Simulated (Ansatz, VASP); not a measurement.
**CoO: VASP beside Ansatz**

```xyz
2
Lattice="-1.4899 1.5110 2.1072 1.5110 -1.4899 2.1072 1.5050 1.5050 -2.0922" Properties=species:S:1:pos:R:3 pbc="T T T"
Co    0.0000    0.0000    0.0000
O     0.0105    0.0105    2.1072
```

Change from the starting cell: equal xy, yz and zx shear strains of +1 %.

Alike in both runs: task single point; functional PBE; k mesh 13 × 13 × 15; occupations fermi-dirac, width 0.03 eV; collinear spin.

```csv
,VASP,Ansatz
version,VASP 6.6.1,Ansatz 0.2.0
potentials or method,"VASP PAW PBE potentials, release 64 (Co, O), cutoff 520 eV","all-electron LAPW, scalar-relativistic"
```

Ansatz gave:

```
pressure (GPa)                                                : 0.0
traceless stress, the component that is largest in VASP (GPa) : 0.42
net moment per atom (μB)                                      : 1.47
size of the moment on the site where the two differ most (μB) : 2.59
```

**Question.** What did VASP give for the same quantities?

**Answer.** Pressure (GPa): -0.8; traceless stress, the component that is largest in VASP (GPa): 0.34; net moment per atom (μB): 1.45; size of the moment on the site where the two differ most (μB): 2.56.

Site moments also hang on the region over which each program counts them. Ansatz ran all-electron here, and VASP with PAW potentials.
